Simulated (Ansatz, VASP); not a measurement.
WSe2: VASP beside Ansatz

```
W Se
1.0
     3.31993    0.00000    0.00000
    -1.65997    2.87515    0.00000
     0.00000    0.00000   13.73719
W Se
2 4
Direct
  0.66667 0.33333 0.75000
  0.33333 0.66667 0.25000
  0.33333 0.66667 0.87100
  0.66667 0.33333 0.37100
  0.33333 0.66667 0.62900
  0.66667 0.33333 0.12900
```

Alike in both runs: task relaxation of cell and atoms; functional LDA; k mesh 9 × 9 × 2; occupations gaussian, width 0.02 eV; no spin polarisation.

|  | VASP | Ansatz |
| --- | --- | --- |
| version | VASP 6.6.1 | Ansatz 0.2.0 |
| potentials or method | VASP PAW LDA potentials, release 64 (W_sv, Se), cutoff 600 eV | scalar-relativistic, plane waves, PAW |
| valence electrons in the cell | 52 | 92 |

Ansatz gave:

```
gap on the k mesh at the Fermi level, each at its own relaxed structure (eV) : 0.99
relaxed volume (Å³/atom)                                                     : 19.55
relaxed cell length with the largest relative difference (Å)                 : 3.250
```

Task: What did VASP give for the same quantities?

Result: gap on the k mesh at the Fermi level, each at its own relaxed structure (eV): 0.98; relaxed volume (Å³/atom): 19.62; relaxed cell length with the largest relative difference (Å): 3.255.

Ansatz warns that its potentials were made for another functional, while VASP's fit it. LDA's correlation is that of Perdew and Zunger in VASP and of Perdew and Wang (1992) in Ansatz. VASP's potentials hold 52 valence electrons a cell and Ansatz's 92, so a difference there can come from the potentials and not from the codes.

Spin-orbit coupling is off throughout.
